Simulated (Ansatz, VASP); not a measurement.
Ir2O in VASP and in Ansatz

```xyz
3
Lattice="2.7094 0.0000 0.0000 -1.3547 2.3464 0.0000 0.0000 0.0000 6.3827" Properties=species:S:1:pos:R:3 pbc="T T T"
Ir    0.0000    0.0000    5.1034
Ir    0.0000    0.0000    1.2793
O     0.0000    0.0000    3.1914
```

Alike in both runs: functional PBE; k mesh 6 × 6 × 4; occupations gaussian, width 0.1 eV; collinear spin.

Ansatz relaxed the structure, and its values are those at the end. VASP's run is a single point on that final structure, the one shown.

|  | VASP | Ansatz |
| --- | --- | --- |
| version | VASP 6.6.1 | Ansatz 0.2.0 |
| potentials or method | VASP PAW PBE potentials, release 64 (Ir, O), cutoff 520 eV | scalar-relativistic, plane waves, PAW |
| valence electrons in the cell | 24 | 40 |

|  | VASP | Ansatz | Ansatz less VASP |
| --- | --- | --- | --- |
| gap on the k mesh at the Fermi level (eV) | none | none | - |
| pressure (GPa) | 0.7 | -0.3 | -0.94 |
| rms of the force components (eV/Å) | 0.051 | 0.010 | -0.0407 |
| net moment per atom (μB) | 0.00 | 0.00 | -0.003 |

A gap of «none» marks a metal or a gap that the smearing closes. With one functional, cell and mesh, what is left measures potentials, basis and numerics. VASP's potentials hold 24 valence electrons a cell and Ansatz's 40, so a difference there can come from the potentials and not from the codes. Ansatz's warnings: seeded moment not kept.

The k mesh is coarse, so the values compare programs but aren't converged. Spin-orbit coupling is off throughout.
